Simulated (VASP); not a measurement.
Set up this calculation in VASP 6.6.1, as the native input.

```
Task                   : single point
Functional             : RPBE
Potentials or basis    : VASP PAW PBE potentials, release 64 (Te)
Cutoff                 : 520 eV
k mesh                 : 10 × 10 × 5
Occupations            : fermi-dirac, width 0.1 eV
Spin                   : no spin polarisation
Dipole correction      : no
Further INCAR settings : ALGO = Normal; EDIFF = 1e-07; NBANDS = 20
```

The structure of Te lies in POSCAR:

```
Te
1.0
    4.2007218386      0.0000000000      0.0000000000
   -2.1003609193      3.6379318265      0.0000000000
    0.0000000000      0.0000000000      8.0753174822
Te
4
Direct
    1.0000000000      1.0000000000      0.0000000000
    1.0000000000      1.0000000000      0.5000000000
    0.3333333333      0.6666666667      0.2500000000
    0.6666666667      0.3333333333      0.7500000000
```

This cell differs from its parent crystal: volume scaled by 0.92.

The input as run:

INCAR

```
SYSTEM = Te
PREC = Accurate
ENCUT = 520
EDIFF = 1E-7
ISMEAR = -1
SIGMA = 0.1
LREAL = .FALSE.
LASPH = .TRUE.
NELM = 100
ALGO = Normal
ISIF = 2
LWAVE = .FALSE.
LCHARG = .FALSE.
GGA = RP
NBANDS = 20
```

KPOINTS

```
regular mesh
0
G
  10 10 5
  0 0 0
```

Potentials or basis: VASP PAW PBE potentials, release 64 (Te).

Launch:

```sh
$ cat potpaw_PBE.64/Te/POTCAR > POTCAR
$ mpirun -np 1 vasp_std > vasp.out
```

It gave:

```json
{
 "Pressure": "4.3 GPa",
 "Band gap on the k mesh": "zero (band 12 reaches 7.79 eV, above the bottom of band 13 at 5.71 eV)"
}
```

Caveat: the PAW data sets were made with another functional, which shifts forces and pressure a little; spin-orbit coupling is left out, which moves the levels of the heavy elements.

Wall time 36 s on 1 thread of Intel(R) Xeon(R) 6975P-C (Granite Rapids), with other jobs on the host, peak memory 0.27 GiB.
